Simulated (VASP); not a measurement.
Runs of VASP 6.6.1 on Al2Cu. The structure is that of space group I4/mcm (No. 140), or close to it. The cells are those of the table. 

| cell | gap on the mesh (eV) | pressure (GPa) | largest force (eV/Å) |
| --- | --- | --- | --- |
| a = 4.878 Å, angles 105.1, 105.1, 118.6°, 6 atoms | none | (a) | 0.10 |
| a = 4.891 Å, angles 103.6, 103.6, 122.1°, 6 atoms | none | 3.4 | 0.11 |
| a = 4.828 Å, angles 104.2, 104.2, 120.6°, 6 atoms | none | 7.3 | (c) |
| a = 4.793 Å, angles 106.3, 106.3, 116.0°, 6 atoms | none | 8.4 | 0.30 |
| a = 4.792 Å, angles 105.4, 105.4, 118.1°, 6 atoms | none | (b) | 0.12 |

Alike in all rows: task single point; level PBE; potentials or basis VASP PAW PBE potentials, release 64 (Al, Cu); no spin polarisation; k mesh 10 × 10 × 10; cutoff (eV) 520; smearing gaussian 0.15 eV.

Question: Fill in the values left out.

Answer: (a) 2.5; (b) 8.9; (c) 0.05.

A gap of «none» marks levels without a gap at the run's occupations.
